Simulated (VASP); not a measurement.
Crystal: CdTe2Pb3.

```
CELL_PARAMETERS angstrom
4.58514 0.00000 0.00000
0.00000 4.58514 0.00000
0.00000 0.00000 7.62709
ATOMIC_POSITIONS crystal
Cd 0.50000 0.50000 0.00000
Te 0.50000 0.00000 0.26714
Te 0.00000 0.50000 0.73286
Pb 0.00000 0.00000 0.00000
Pb 0.50000 0.00000 0.67563
Pb 0.00000 0.50000 0.32437
```

The cell was generated, and may not be a known phase.

| Quantity | Value |
| --- | --- |
| Program | VASP 6.6.1 |
| Task | relaxation of cell and atoms |
| Functional | PBE |
| Potentials or basis | VASP PAW PBE potentials, release 64 (Cd, Te, Pb_d) |
| Cutoff | 600 eV |
| k mesh | 4 × 4 × 2 |
| Occupations | gaussian, width 0.2 eV |
| Spin | no spin polarisation |

At the start: pressure 12.8 GPa; volume 26.72 Å³/atom.

How do energy, volume and symmetry change on relaxing?

Over 12 steps the energy falls by 335.1 meV/atom and the volume is 32.78 Å³/atom (+22.7 %); space group P-4m2 (No. 115, to 0.1 Å) before and after.

The path:
```csv
step,energy change (eV),largest force (eV/Å),pressure (GPa),volume (Å³)
1,0.0000,1.4951,12.81,160.35
2,-1.2580,0.6026,-2.55,215.20
3,-1.3721,0.7369,-0.26,199.33
4,-1.3724,0.7294,-0.40,200.17
5,-1.4625,0.7352,-0.41,199.30
6,-1.7308,0.6474,-0.32,196.40
7,-1.9287,0.2207,1.52,189.39
8,-1.9515,0.3395,0.65,191.81
9,-1.9559,0.2950,0.89,191.05
10,-1.9857,0.1586,-1.01,201.87
11,-1.9922,0.1893,-0.48,198.49
12,-2.0105,0.0266,-0.06,196.70
```

Final structure:
```
CELL_PARAMETERS angstrom
4.62995 0.00000 0.00000
0.00000 4.62995 0.00000
0.00000 0.00000 9.17596
ATOMIC_POSITIONS crystal
Cd 0.50000 0.50000 0.00000
Te 0.50000 0.00000 0.32332
Te 0.00000 0.50000 0.67668
Pb 0.00000 0.00000 0.00000
Pb 0.50000 0.00000 0.67044
Pb 0.00000 0.50000 0.32956
```

Caveat: the k points lie up to 0.34 Å⁻¹ apart in the final cell, too coarse for converged energies and pressures of a metal; the volume moved by over 15 % at a fixed basis, so the end points are rough.
